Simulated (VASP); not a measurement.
# AgCl (I4/mmm) in VASP: notebook

Runs on AgCl. Level: r2SCAN. Tasks: single point.

Program: VASP 6.6.1. These are calculated values, not measurements. Logs are shortened: lines on timing, memory, paths and dates and some standing lists are left out, and cuts for length are marked.

## (1) The cell of the first run

Symmetry: I4/mmm, No. 139, tetragonal system. Conventional cell: a = 3.804 Å, b = 3.804 Å, c = 5.463 Å, α = 90.00°, β = 90.00°, γ = 90.00°. Ag (site symmetry 4/mmm) has 6 Cl at 2.69 to 2.73 Å within 3.5 Å. Within 3.5 Å of Cl (site symmetry 4/mmm) lie 6 Ag at 2.69 to 2.73 Å.

## (2) Single point, r2SCAN (strain -0.030 along x and y, -0.015 along z)

POSCAR reads:

```
AgCl
1.0
    0.0000000000      2.6899555000      2.7315527500
    2.6899555000      0.0000000000      2.7315527500
    2.6899555000      2.6899555000      0.0000000000
Ag Cl
1 1
Direct
    0.5000000000      0.5000000000      0.5000000000
    0.0000000000      0.0000000000      0.0000000000
```

INCAR.step1 reads:

```
ALGO = Normal
EDIFF = 1E-4
ENCUT = 520
GGA = PE
ISMEAR = 0
LASPH = True
LCHARG = False
LREAL = False
LWAVE = True
NBANDS = 16
NELM = 60
PREC = Accurate
SIGMA = 0.05
```

INCAR.step2 reads:

```
ALGO = Normal
EDIFF = 1E-7
ENCUT = 520
ISIF = 2
ISMEAR = 0
ISTART = 1
LASPH = True
LCHARG = False
LMIXTAU = True
LREAL = False
LWAVE = False
METAGGA = R2SCAN
NBANDS = 16
NELM = 60
PREC = Accurate
SIGMA = 0.05
```

KPOINTS reads:

```
k-points
0
Gamma
  8 8 8
```

Potentials or basis: VASP PAW PBE potentials, release 64 (Ag, Cl).

Launch:

```bash
cat potpaw_PBE.64/Ag/POTCAR potpaw_PBE.64/Cl/POTCAR > POTCAR
cp INCAR.step1 INCAR
mpirun -np 1 vasp_std > vasp.out
cp INCAR.step2 INCAR
mpirun -np 1 vasp_std > vasp.out
```

OUTCAR:

```text
EDIFF = 1E-7
   ENCUT = 520
   ISIF = 2
   ISMEAR = 0
   ISTART = 1
   LASPH = True
   LREAL = False
   METAGGA = R2SCAN
   NELM = 60
   PREC = Accurate

 ion  position               nearest neighbor table
   1  0.500  0.500  0.500-   2 2.69   2 2.69   2 2.69   2 2.69   2 2.73   2 2.73
   2  0.000  0.000  0.000-   1 2.69   1 2.69   1 2.69   1 2.69   1 2.73   1 2.73

  LATTYP: Found a body centered tetragonal cell.
 ALAT       =     3.8041715503
 C/A-ratio  =     1.4360828443

  Lattice vectors:

 A1 = (  -2.6899555000,   0.0000000000,   2.7315527500)
 A2 = (   2.6899555000,   0.0000000000,   2.7315527500)
 A3 = (   0.0000000000,   2.6899555000,  -2.7315527500)

Analysis of symmetry for initial positions (statically):
=====================================================================
 Subroutine PRICEL returns:
 Original cell was already a primitive cell.

 Routine SETGRP: Setting up the symmetry group for a
 body centered tetragonal supercell.

 Subroutine GETGRP returns: Found 16 space group operations
 (whereof 16 operations were pure point group operations)
 out of a pool of 16 trial point group operations.

The static configuration has the point symmetry D_4h.

Analysis of symmetry for dynamics (positions and initial velocities):
=====================================================================
 Subroutine PRICEL returns:
 Original cell was already a primitive cell.

 Routine SETGRP: Setting up the symmetry group for a
 body centered tetragonal supercell.

 Subroutine GETGRP returns: Found 16 space group operations
 (whereof 16 operations were pure point group operations)
 out of a pool of 16 trial point group operations.

The dynamic configuration has the point symmetry D_4h.

 Subroutine INISYM returns: Found 16 space group operations
 (whereof 16 operations are pure point group operations),
 and found     1 'primitive' translations

----------------------------------------------------------------------------------------

                                     Primitive cell

  volume of cell :      39.5303

  direct lattice vectors                    reciprocal lattice vectors
     0.000000000  2.689955500  2.731552750    -0.185876681  0.185876681  0.183046072
     2.689955500  0.000000000  2.731552750     0.185876681 -0.185876681  0.183046072
     2.689955500  2.689955500  0.000000000     0.185876681  0.185876681 -0.183046072

[... 82 lines left out ...]
   NELM   =     60;   NELMIN=  2; NELMDL=  0     # of ELM steps
   EDIFF  = 0.1E-06   stopping-criterion for ELM
   LREAL  =      F    real-space projection
   EDIFFG = 0.1E-05   stopping-criterion for IOM
   NSW    =      0    number of steps for IOM
   IBRION =     -1    ionic relax: 0-MD 1-quasi-New 2-CG
   NFREE  =      0    steps in history (QN), initial steepest desc. (CG)
   ISIF   =      2    stress and relaxation
   ISYM   =      2    0-nonsym 1-usesym 2-fastsym
   POTIM  = 0.5000    time-step for ionic-motion
   TEBEG  =    0.0;   TEEND  =   0.0 temperature during run
   PSTRESS=    0.0 pullay stress
   NELECT =      18.0000    total number of electrons
   NUPDOWN=      -1.0000    fix difference up-down
   EMIN   =  10.00;   EMAX   =-10.00  energy-range for DOS
   EFERMI =   0.00;   METHOD = LEGACY
   ISMEAR =     0;   SIGMA  =   0.05  broadening in eV -4-tet -1-fermi 0-gaus
   EFERMI_NEDOS =   21; number of points for ismear=-14 and -15
   IALGO  =     38    algorithm
   IMIX   =      4    mixing-type and parameters
     AMIX     =   0.40;   BMIX     =  1.00
     AMIX_MAG =   1.60;   BMIX_MAG =  1.00
  volume/ion in A,a.u.               =      19.77       133.38
  Fermi-wavevector in a.u.,A,eV,Ry     =   1.259474  2.380060 21.582565  1.586274
  Thomas-Fermi vector in A             =   2.393032
   LORBIT       =      0    0 simple, 1 ext, 2 COOP (PROOUT), +10 PAW based schemes
   METAGGA = R2SCAN    functional components
   LHFCALC =     F    Hartree Fock is set to
   AEXX    =    0.0000 exact exchange contribution
   IVDW    =     0    specifies the selected vdW correction
   LEPSILON=     F    determine dielectric tensor
   LRPA    =     F    only Hartree local field effects (RPA)
 non-spin polarized calculation
 Gauss-broadening in eV      SIGMA  =   0.05
  energy-cutoff  :      520.00
  volume of cell :       39.53
 maximum number of plane-waves:      1078
 NGX is ok and might be reduce to    30
   NGX = 15   NGY = 15   NGZ = 15

 number of electron      18.0000002 magnetization

 Free energy of the ion-electron system (eV)
  ---------------------------------------------------
  ext. energy  EPLUGINS =         0.00000000
  ---------------------------------------------------
  free energy    TOTEN  =       -28.60043810 eV

  energy without entropy =      -28.60043810  energy(sigma->0) =      -28.60043810

 E-fermi :   4.8682     XC(G=0): -10.9361

 val. band max:        4.6127350061   @ k =   0.5000   0.0000   0.0000
 cond. band min:       5.9913281482   @ k =   0.0000   0.0000   0.0000
 fundamental gap:      1.3785931421
 Fermi energy:         4.8682053059

 k-point     1 :       0.0000    0.0000    0.0000
  band No.  band energies     occupation
      1     -11.8119      2.00000
      2       1.7537      2.00000
      3       1.7537      2.00000
      4       1.7544      2.00000
      5       1.7962      2.00000
      6       1.7962      2.00000
[... 433 lines left out ...]
      3      -0.0209      2.00000
      4       0.1790      2.00000
      5       1.9797      2.00000
      6       2.1840      2.00000
[... 8 lines left out ...]
     15      19.0735      0.00000
     16      19.4633      0.00000

 [... further k-points ...]

------------------------ aborting loop because EDIFF is reached ----------------------------------------

  FORCE on cell =-STRESS in cart. coord.  units (eV):
  Direction    XX          YY          ZZ          XY          YZ          ZX
  --------------------------------------------------------------------------------------
  -------------------------------------------------------------------------------------
  Total        1.2045084      1.2045084      0.9908594      0.0000000      0.0000000     -0.0000000
  in kB       48.8191983     48.8191983     40.1599200      0.0000000      0.0000000     -0.0000000
  external PRESSURE =      45.9327722 kB  Pullay stress =       0.0000000 kB

 VOLUME and BASIS-vectors are now :
 -----------------------------------------------------------------------------
  energy-cutoff  :      520.00
  volume of cell :       39.53
      direct lattice vectors                 reciprocal lattice vectors
     0.000000000  2.689955500  2.731552750    -0.185876681  0.185876681  0.183046072
     2.689955500  0.000000000  2.731552750     0.185876681 -0.185876681  0.183046072
     2.689955500  2.689955500  0.000000000     0.185876681  0.185876681 -0.183046072

 POSITION                                       TOTAL-FORCE (eV/Angst)
 -----------------------------------------------------------------------------------
      2.68996      2.68996      2.73155         0.000000      0.000000     -0.000000
      0.00000      0.00000      0.00000        -0.000000      0.000000      0.000000
 -----------------------------------------------------------------------------------
    total drift:                                0.000000      0.000000      0.000000

  FREE ENERGIE OF THE ION-ELECTRON SYSTEM (eV)
  ---------------------------------------------------
  free  energy   TOTEN  =       -28.6004380969 eV

  energy  without entropy=      -28.6004380969  energy(sigma->0) =      -28.60043810
```

OUTCAR.step1:

```text
EDIFF = 1E-4
   ENCUT = 520
   GGA = PE
   ISMEAR = 0
   LASPH = True
[... 678 lines left out ...]
 -----------------------------------------------------------------------------------
      2.68996      2.68996      2.73155         0.000000      0.000000      0.000000
      0.00000      0.00000      0.00000         0.000000      0.000000      0.000000
 -----------------------------------------------------------------------------------
    total drift:                                0.000000      0.000000      0.000000

  FREE ENERGIE OF THE ION-ELECTRON SYSTEM (eV)
  ---------------------------------------------------
  free  energy   TOTEN  =        -5.3215712688 eV

  energy  without entropy=       -5.3215712688  energy(sigma->0) =       -5.32157127
```

OSZICAR.step1:

```text
N       E                     dE             d eps       ncg     rms          rms(c)
DAV:   1     0.916879025097E+02    0.91688E+02   -0.87142E+03  1888   0.102E+03
DAV:   2    -0.270109125143E+01   -0.94389E+02   -0.86849E+02  2352   0.220E+02
DAV:   3    -0.548126631595E+01   -0.27802E+01   -0.27737E+01  2392   0.387E+01
DAV:   4    -0.549465759892E+01   -0.13391E-01   -0.13390E-01  2384   0.306E+00
DAV:   5    -0.549479735542E+01   -0.13976E-03   -0.13976E-03  2360   0.312E-01    0.764E+00
DAV:   6    -0.532647383027E+01    0.16832E+00   -0.23492E-01  2376   0.649E+00    0.490E+00
DAV:   7    -0.532234120280E+01    0.41326E-02   -0.97992E-02  2312   0.208E+00    0.216E+00
DAV:   8    -0.532152112141E+01    0.82008E-03   -0.41205E-03  2264   0.678E-01    0.322E-01
DAV:   9    -0.532157126879E+01   -0.50147E-04   -0.56608E-04  2320   0.261E-01
   1 F= -.53215713E+01 E0= -.53215713E+01  d E =-.566025E-15
```

It took 74 s on 1 thread of Intel Xeon 6975P-C (Granite Rapids), shared host; peak memory 0.18 GiB.

What came out:

```yaml
Free_energy: -28.6004 eV
Pressure: 4.6 GPa
Band_gap_on_the_k_mesh: 1.38 eV (least direct gap 3.99 eV)
```

Caveat: the cell differs from its parent crystal (strain -0.030 along x and y, -0.015 along z); the cell stands under pressure; the PAW data sets were made with another functional, which shifts forces and pressure a little. A k mesh can miss the band edges.

## (3) Single point, r2SCAN (strain -0.030 along x and y, +0.000 along z)

POSCAR reads:

```
AgCl
1.0
    0.0000000000      2.6899555000      2.7731500000
    2.6899555000      0.0000000000      2.7731500000
    2.6899555000      2.6899555000      0.0000000000
Ag Cl
1 1
Direct
    0.5000000000      0.5000000000      0.5000000000
    0.0000000000      0.0000000000      0.0000000000
```

INCAR.step1 is that of step 2.

INCAR.step2, as its differences from that of step 2:

```diff
@@ -1,3 +1,3 @@
 ALGO = Normal
-EDIFF = 1E-7
+EDIFF = 1E-6
 ENCUT = 520
```

KPOINTS is that of step 2.

Potentials or basis: VASP PAW PBE potentials, release 64 (Ag, Cl).

Launch:

```bash
cat potpaw_PBE.64/Ag/POTCAR potpaw_PBE.64/Cl/POTCAR > POTCAR
cp INCAR.step1 INCAR
mpirun -np 1 vasp_std > vasp.out
cp INCAR.step2 INCAR
mpirun -np 1 vasp_std > vasp.out
```

OUTCAR:

```text
EDIFF = 1E-6
   ENCUT = 520
   ISIF = 2
   ISMEAR = 0
   ISTART = 1
   LASPH = True
   LREAL = False
   METAGGA = R2SCAN
   NELM = 60
   PREC = Accurate

 ion  position               nearest neighbor table
   1  0.500  0.500  0.500-   2 2.69   2 2.69   2 2.69   2 2.69   2 2.77   2 2.77
   2  0.000  0.000  0.000-   1 2.69   1 2.69   1 2.69   1 2.69   1 2.77   1 2.77

  LATTYP: Found a body centered tetragonal cell.
 ALAT       =     3.8041715503
 C/A-ratio  =     1.4579521262

[... 645 lines left out ...]

------------------------ aborting loop because EDIFF is reached ----------------------------------------

  FORCE on cell =-STRESS in cart. coord.  units (eV):
  Direction    XX          YY          ZZ          XY          YZ          ZX
  --------------------------------------------------------------------------------------
  -------------------------------------------------------------------------------------
  Total        1.0292925      1.0292925      0.6447435      0.0000000      0.0000000      0.0000000
  in kB       41.0918655     41.0918655     25.7397312      0.0000000      0.0000000      0.0000000
  external PRESSURE =      35.9744874 kB  Pullay stress =       0.0000000 kB

 VOLUME and BASIS-vectors are now :
 -----------------------------------------------------------------------------
  energy-cutoff  :      520.00
  volume of cell :       40.13
      direct lattice vectors                 reciprocal lattice vectors
     0.000000000  2.689955500  2.773150000    -0.185876681  0.185876681  0.180300380
     2.689955500  0.000000000  2.773150000     0.185876681 -0.185876681  0.180300380
     2.689955500  2.689955500  0.000000000     0.185876681  0.185876681 -0.180300380

 POSITION                                       TOTAL-FORCE (eV/Angst)
 -----------------------------------------------------------------------------------
      2.68996      2.68996      2.77315         0.000000      0.000000     -0.000000
      0.00000      0.00000      0.00000         0.000000     -0.000000      0.000000
 -----------------------------------------------------------------------------------
    total drift:                                0.000000      0.000000      0.000000

  FREE ENERGIE OF THE ION-ELECTRON SYSTEM (eV)
  ---------------------------------------------------
  free  energy   TOTEN  =       -28.6131086470 eV

  energy  without entropy=      -28.6131086470  energy(sigma->0) =      -28.61310865
```

Wall time 69 s (1 thread of Intel Xeon 6975P-C (Granite Rapids), shared host); peak memory 0.19 GiB.

What came out:

* Free energy: -28.6131 eV
* Pressure: 3.6 GPa
* Band gap on the k mesh: 1.32 eV (least direct gap 3.93 eV)

Levels at points of the mesh, in eV from the valence-band top:
```
           k point  band 7  band 8  band 9  band 10  band 11  band 12
(0.00, 0.00, 0.00)   -2.77   -2.77   -2.76     1.32    11.16    11.23
(0.50, 0.00, 0.00)   -2.04   -0.22    0.00     4.42     7.43     7.88
(0.50, 0.50, 0.00)   -2.26   -2.26   -2.11     2.75     8.30     9.15
(0.50, 0.00, 0.50)   -2.28   -2.25   -2.09     2.69     8.09     9.46
```

Caveat: the cell differs from its parent crystal (strain -0.030 along x and y, +0.000 along z); the cell stands under pressure; the PAW data sets were made with another functional, which shifts forces and pressure a little.

(Part 1 of 2 ends here.)
